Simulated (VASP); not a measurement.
# InSb (I-4m2) in VASP: further runs

Runs on InSb. Level: LDA. Tasks: single point.

Program: VASP 6.6.1. These are calculated values, not measurements. Logs are shortened: lines on timing, memory, paths and dates and some standing lists are left out, and cuts for length are marked.

## 1. The cell of the first run

Symmetry: I-4m2, No. 119, tetragonal system. Conventional cell: a = 4.581 Å, b = 4.581 Å, c = 6.608 Å, α = 90.00°, β = 90.00°, γ = 90.00°. Within 3.7 Å of In (site symmetry -4m2) lie 4 Sb at 2.82 Å. Sb (site symmetry -4m2) has 4 In at 2.82 Å within 3.7 Å.

## 2. Single point, LDA (zz strain of +2 %)

Input file INCAR:

```
SYSTEM = InSb
PREC = Accurate
ENCUT = 520
EDIFF = 1E-6
ISMEAR = -1
SIGMA = 0.03
LREAL = .FALSE.
LASPH = .TRUE.
NELM = 60
ALGO = Normal
ISIF = 2
LWAVE = .FALSE.
LCHARG = .FALSE.
NBANDS = 16
```

Input file KPOINTS:

```
regular mesh
0
G
  10 10 10
  0 0 0
```

Input file POSCAR:

```
InSb
1.0
    0.0000000000      3.2391000000      3.3038820000
    3.2391000000      0.0000000000      3.3038820000
    3.2391000000      3.2391000000      0.0000000000
In Sb
1 1
Direct
    0.0000000000      0.0000000000      0.0000000000
    0.7500000000      0.7500000000      0.7500000000
```

Potentials or basis: VASP PAW LDA potentials, release 64 (In_d, Sb).

Run with:

```console
$ cat potpaw_LDA.64/In_d/POTCAR potpaw_LDA.64/Sb/POTCAR > POTCAR
$ mpirun -np 1 vasp_std > vasp.out
```

OUTCAR:

```text
SYSTEM = InSb
   PREC = Accurate
   ENCUT = 520
   EDIFF = 1E-6
   ISMEAR = -1
   LREAL = .FALSE.
   LASPH = .TRUE.
   NELM = 60
   ISIF = 2

 ion  position               nearest neighbor table
   1  0.000  0.000  0.000-   2 2.82   2 2.82   2 2.82   2 2.82
   2  0.750  0.750  0.750-   1 2.82   1 2.82   1 2.82   1 2.82

  LATTYP: Found a body centered tetragonal cell.
 ALAT       =     4.5807791499
 C/A-ratio  =     1.4424978336

  Lattice vectors:

 A1 = (  -3.2391000000,   0.0000000000,   3.3038820000)
 A2 = (   3.2391000000,   0.0000000000,   3.3038820000)
 A3 = (   0.0000000000,   3.2391000000,  -3.3038820000)

Analysis of symmetry for initial positions (statically):
=====================================================================
 Subroutine PRICEL returns:
 Original cell was already a primitive cell.

 Routine SETGRP: Setting up the symmetry group for a
 body centered tetragonal supercell.

 Subroutine GETGRP returns: Found  8 space group operations
 (whereof  8 operations were pure point group operations)
 out of a pool of 16 trial point group operations.

The static configuration has the point symmetry D_2d.

Analysis of symmetry for dynamics (positions and initial velocities):
=====================================================================
 Subroutine PRICEL returns:
 Original cell was already a primitive cell.

 Routine SETGRP: Setting up the symmetry group for a
 body centered tetragonal supercell.

 Subroutine GETGRP returns: Found  8 space group operations
 (whereof  8 operations were pure point group operations)
 out of a pool of 16 trial point group operations.

The dynamic configuration has the point symmetry D_2d.

 Subroutine INISYM returns: Found  8 space group operations
 (whereof  8 operations are pure point group operations),
 and found     1 'primitive' translations

----------------------------------------------------------------------------------------

                                     Primitive cell

  volume of cell :      69.3271

  direct lattice vectors                    reciprocal lattice vectors
     0.000000000  3.239100000  3.303882000    -0.154363867  0.154363867  0.151337124
     3.239100000  0.000000000  3.303882000     0.154363867 -0.154363867  0.151337124
     3.239100000  3.239100000  0.000000000     0.154363867  0.154363867 -0.151337124

  length of vectors
     4.626813707  4.626813707  4.580779150     0.265630065  0.265630065  0.265630065

  position of ions in fractional coordinates (direct lattice)
     0.000000000  0.000000000  0.000000000
     0.750000000  0.750000000  0.750000000

  ion indices of the primitive-cell ions
   primitive index   ion index
                 1           1
                 2           2

----------------------------------------------------------------------------------------

 KPOINTS: regular mesh

Automatic generation of k-mesh.
 Grid dimensions read from file:
 generate k-points for:   10   10   10

 Generating k-lattice:

  Cartesian coordinates                     Fractional coordinates (reciprocal lattice)
    -0.015436387  0.015436387  0.015133712     0.100000000  0.000000000  0.000000000
     0.015436387 -0.015436387  0.015133712     0.000000000  0.100000000  0.000000000
     0.015436387  0.015436387 -0.015133712    -0.000000000 -0.000000000  0.100000000

  Length of vectors
     0.026563007  0.026563007  0.026563007

  Shift w.r.t. Gamma in fractional coordinates (k-lattice)
     0.000000000  0.000000000  0.000000000

 Subroutine IBZKPT returns following result:
 ===========================================

 Found    102 irreducible k-points:

 Following reciprocal coordinates:
            Coordinates               Weight
  0.000000  0.000000  0.000000      1.000000
  0.100000  0.000000  0.000000      8.000000
  0.200000  0.000000  0.000000      8.000000
  0.300000  0.000000  0.000000      8.000000
  0.400000  0.000000  0.000000      8.000000
  0.500000  0.000000  0.000000      4.000000
[... 16 lines left out ...]
  0.300000  0.300000  0.000000      2.000000
  0.400000  0.300000  0.000000      8.000000
 [... further k-points ...]
   k-points           NKPTS =    102   k-points in BZ     NKDIM =    102   number of bands    NBANDS=     16
   number of dos      NEDOS =    301   number of ions     NIONS =      2
   total plane-waves  NPLWV =  46656
   dimension x,y,z NGX =    36 NGY =   36 NGZ =   36
   dimension x,y,z NGXF=    72 NGYF=   72 NGZF=   72
   ions per type =               1   1
   NGX,Y,Z   is equivalent  to a cutoff of  12.94, 12.94, 13.07 a.u.
   NGXF,Y,Z  is equivalent  to a cutoff of  25.87, 25.87, 26.13 a.u.
 SYSTEM =  InSb
   PREC   = accura    normal or accurate (medium, high low for compatibility)
   ISTART =      0    job   : 0-new  1-cont  2-samecut
   ICHARG =      2    charge: 1-file 2-atom 10-const
   ISPIN  =      1    spin polarized calculation?
   LNONCOLLINEAR =      F non collinear calculations
   LSORBIT =      F    spin-orbit coupling
   LASPH  =      T    aspherical Exc in radial PAW
   ENCUT  =  520.0 eV  38.22 Ry    6.18 a.u.   8.60  8.60  8.52*2*pi/ulx,y,z
   NELM   =     60;   NELMIN=  2; NELMDL= -5     # of ELM steps
   EDIFF  = 0.1E-05   stopping-criterion for ELM
   LREAL  =      F    real-space projection
   EDIFFG = 0.1E-04   stopping-criterion for IOM
   NSW    =      0    number of steps for IOM
   IBRION =     -1    ionic relax: 0-MD 1-quasi-New 2-CG
   NFREE  =      0    steps in history (QN), initial steepest desc. (CG)
   ISIF   =      2    stress and relaxation
   ISYM   =      2    0-nonsym 1-usesym 2-fastsym
   POTIM  = 0.5000    time-step for ionic-motion
   TEBEG  =    0.0;   TEEND  =   0.0 temperature during run
   PSTRESS=    0.0 pullay stress
   NELECT =      18.0000    total number of electrons
   NUPDOWN=      -1.0000    fix difference up-down
   EMIN   =  10.00;   EMAX   =-10.00  energy-range for DOS
   EFERMI =   0.00;   METHOD = LEGACY
   ISMEAR =    -1;   SIGMA  =   0.03  broadening in eV -4-tet -1-fermi 0-gaus
   EFERMI_NEDOS =   21; number of points for ismear=-14 and -15
   IALGO  =     38    algorithm
   IMIX   =      4    mixing-type and parameters
     AMIX     =   0.40;   BMIX     =  1.00
     AMIX_MAG =   1.60;   BMIX_MAG =  1.00
  volume/ion in A,a.u.               =      34.66       233.92
  Fermi-wavevector in a.u.,A,eV,Ry     =   1.044395  1.973619 14.840690  1.090760
  Thomas-Fermi vector in A             =   2.179145
   LORBIT       =      0    0 simple, 1 ext, 2 COOP (PROOUT), +10 PAW based schemes
   GGA     = CA    functional components
   LHFCALC =     F    Hartree Fock is set to
   AEXX    =    0.0000 exact exchange contribution
   IVDW    =     0    specifies the selected vdW correction
   LEPSILON=     F    determine dielectric tensor
   LRPA    =     F    only Hartree local field effects (RPA)
 non-spin polarized calculation
  energy-cutoff  :      520.00
  volume of cell :       69.33
 maximum number of plane-waves:      1886
   NGX = 17   NGY = 17   NGZ = 17

 number of electron      17.9999996 magnetization

 Free energy of the ion-electron system (eV)
  ---------------------------------------------------
  ext. energy  EPLUGINS =         0.00000000
  ---------------------------------------------------
  free energy    TOTEN  =        -8.20520327 eV

  energy without entropy =       -8.20507501  energy(sigma->0) =       -8.20513914

 E-fermi :   4.7250     XC(G=0):  -8.9124

 val. band max:        4.7169863668   @ k =   0.0000   0.0000   0.0000
 cond. band min:       5.0668509262   @ k =   0.5000   0.0000   0.0000
 fundamental gap:      0.3498645594
 Fermi energy:         4.7250010010

 k-point     1 :       0.0000    0.0000    0.0000
  band No.  band energies     occupation
      1      -9.8344      2.00000
      2      -9.8308      2.00000
      3      -9.8308      2.00000
      4      -9.7513      2.00000
      5      -9.7492      2.00000
      6      -5.9662      2.00000
[... 8 lines left out ...]
     15      12.7525      0.00000
     16      13.0499      0.00000

 k-point     2 :       0.1000    0.0000    0.0000
  band No.  band energies     occupation
      1      -9.8369      2.00000
      2      -9.8308      2.00000
      3      -9.8288      2.00000
      4      -9.7515      2.00000
      5      -9.7493      2.00000
      6      -5.8775      2.00000
[... 8 lines left out ...]
     15      12.1458      0.00000
     16      12.3720      0.00000

 k-point     3 :       0.2000    0.0000    0.0000
  band No.  band energies     occupation
      1      -9.8482      2.00000
      2      -9.8261      2.00000
      3      -9.8239      2.00000
      4      -9.7519      2.00000
      5      -9.7492      2.00000
      6      -5.6219      2.00000
[... 8 lines left out ...]
     15      11.8336      0.00000
     16      11.9440      0.00000

 k-point     4 :       0.3000    0.0000    0.0000
  band No.  band energies     occupation
      1      -9.8623      2.00000
      2      -9.8205      2.00000
      3      -9.8183      2.00000
      4      -9.7518      2.00000
      5      -9.7485      2.00000
      6      -5.2399      2.00000
[... 8 lines left out ...]
     15      12.1208      0.00000
     16      12.1286      0.00000
[... 324 lines left out ...]
 k-point    22 :      -0.2000    0.2000    0.0000
  band No.  band energies     occupation
      1      -9.8680      2.00000
      2      -9.8160      2.00000
      3      -9.8156      2.00000
      4      -9.7545      2.00000
      5      -9.7477      2.00000
      6      -5.0992      2.00000
[... 8 lines left out ...]
     15      12.7896      0.00000
     16      13.3448      0.00000

 k-point    23 :       0.3000    0.3000    0.0000
  band No.  band energies     occupation
      1      -9.8848      2.00000
      2      -9.8042      2.00000
      3      -9.8042      2.00000
      4      -9.7594      2.00000
      5      -9.7463      2.00000
      6      -4.9957      2.00000
[... 8 lines left out ...]
     15      13.8798      0.00000
     16      14.0097      0.00000

 k-point    24 :       0.4000    0.3000    0.0000
  band No.  band energies     occupation
      1      -9.8932      2.00000
      2      -9.8003      2.00000
      3      -9.7992      2.00000
      4      -9.7609      2.00000
      5      -9.7457      2.00000
      6      -4.6652      2.00000
[... 8 lines left out ...]
     15      14.2323      0.00000
     16      14.4381      0.00000

 [... further k-points ...]
[... 5 lines left out ...]
  --------------------------------------------------------------------------------------
  -------------------------------------------------------------------------------------
  Total       -0.4978860     -0.4978860     -0.7595461      0.0000000      0.0000000      0.0000000
  in kB      -11.5063421    -11.5063421    -17.5534102      0.0000000      0.0000000      0.0000000
  external PRESSURE =     -13.5220315 kB  Pullay stress =       0.0000000 kB

 VOLUME and BASIS-vectors are now :
 -----------------------------------------------------------------------------
  energy-cutoff  :      520.00
  volume of cell :       69.33
      direct lattice vectors                 reciprocal lattice vectors
     0.000000000  3.239100000  3.303882000    -0.154363867  0.154363867  0.151337124
     3.239100000  0.000000000  3.303882000     0.154363867 -0.154363867  0.151337124
     3.239100000  3.239100000  0.000000000     0.154363867  0.154363867 -0.151337124

 POSITION                                       TOTAL-FORCE (eV/Angst)
 -----------------------------------------------------------------------------------
      0.00000      0.00000      0.00000         0.000000      0.000000      0.000000
      4.85865      4.85865      4.95582        -0.000000     -0.000000     -0.000000
 -----------------------------------------------------------------------------------
    total drift:                               -0.000000     -0.000000      0.000000

  FREE ENERGIE OF THE ION-ELECTRON SYSTEM (eV)
  ---------------------------------------------------
  free  energy   TOTEN  =        -8.2052032680 eV

  energy  without entropy=       -8.2050750091  energy(sigma->0) =       -8.20513914
```

Wall time 42 s (1 thread of Intel Xeon 6975P-C (Granite Rapids), shared host); peak memory 0.26 GiB.

Results:

```
Free energy            : -8.2052 eV
Pressure               : -1.4 GPa
Band gap on the k mesh : zero (filled and empty bands touch)
```

Stress tensor (GPa, compression positive):
```
-1.15  0.00  0.00
 0.00 -1.15  0.00
 0.00  0.00 -1.76
```

Levels at points of the mesh, in eV from the Fermi level:
```tsv
k point	band 6	band 7	band 8	band 9	band 10	band 11	band 12	band 13
(0.00, 0.00, 0.00)	-10.69	-0.52	-0.11	-0.01	-0.01	2.86	2.86	2.90
(0.50, 0.00, 0.00)	-9.37	-5.63	-1.09	-0.96	0.34	3.68	3.77	5.91
(0.50, 0.50, 0.00)	-8.82	-5.99	-2.18	-2.18	1.30	1.32	7.87	7.87
(0.50, 0.00, 0.50)	-8.77	-5.91	-2.29	-2.28	1.17	1.21	7.84	7.91
```

Caveat: the cell differs from its parent crystal (zz strain of +2 %); semilocal functionals underestimate gaps, so a narrow gap can read as zero; spin-orbit coupling is left out, which moves the levels of the heavy elements.

## 3. Single point, LDA (zz strain of +3 %)

Input file INCAR:

```
PREC = Accurate ; ENCUT = 520
EDIFF = 1E-6 ; ISMEAR = -1
SIGMA = 0.03 ; LREAL = F
LASPH = T ; NELM = 100
ALGO = Normal ; ISIF = 2
LWAVE = F ; LCHARG = T
GGA = CA ; LELF = T
LVHAR = T ; NBANDS = 16
```

Input file KPOINTS:

```
Automatic mesh
0
Gamma
  10 10 10
```

Input file POSCAR:

```
InSb
1.0
    0.0000000000      3.2391000000      3.3362730000
    3.2391000000      0.0000000000      3.3362730000
    3.2391000000      3.2391000000      0.0000000000
In Sb
1 1
Direct
    0.0000000000      0.0000000000      0.0000000000
    0.7500000000      0.7500000000      0.7500000000
```

Potentials or basis: VASP PAW LDA potentials, release 64 (In_d, Sb).

Run with:

```console
$ cat potpaw_LDA.64/In_d/POTCAR potpaw_LDA.64/Sb/POTCAR > POTCAR
$ mpirun -np 1 vasp_std > vasp.out
```

Run time: 42 s. Hardware: 1 thread of Intel Xeon 6975P-C (Granite Rapids), shared host; peak memory 0.26 GiB.

The run converged. Its results:

| Quantity | Value |
| --- | --- |
| Free energy | -8.1966 eV |
| Pressure | -1.7 GPa |
| Band gap on the k mesh | zero (filled and empty bands touch) |

Stress tensor (GPa, compression positive):
```
-1.43  0.00  0.00
 0.00 -1.43  0.00
 0.00  0.00 -2.35
```

Levels at points of the mesh, in eV from the Fermi level:
```
           k point  band 5  band 6  band 7  band 8  band 9  band 10  band 11  band 12  band 13  band 14
(0.00, 0.00, 0.00)  -14.47  -10.65   -0.59   -0.16   -0.01    -0.01     2.84     2.84     2.91     5.45
(0.50, 0.00, 0.00)  -14.47   -9.35   -5.60   -1.12   -0.93     0.30     3.64     3.77     5.90     7.88
(0.50, 0.50, 0.00)  -14.47   -8.83   -5.99   -2.14   -2.14     1.34     1.35     7.79     7.79     8.28
(0.50, 0.00, 0.50)  -14.46   -8.75   -5.87   -2.29   -2.28     1.14     1.19     7.73     7.84     8.43
```

Caveat: the cell differs from its parent crystal (zz strain of +3 %); semilocal functionals underestimate gaps, so a narrow gap can read as zero; spin-orbit coupling is left out, which moves the levels of the heavy elements.
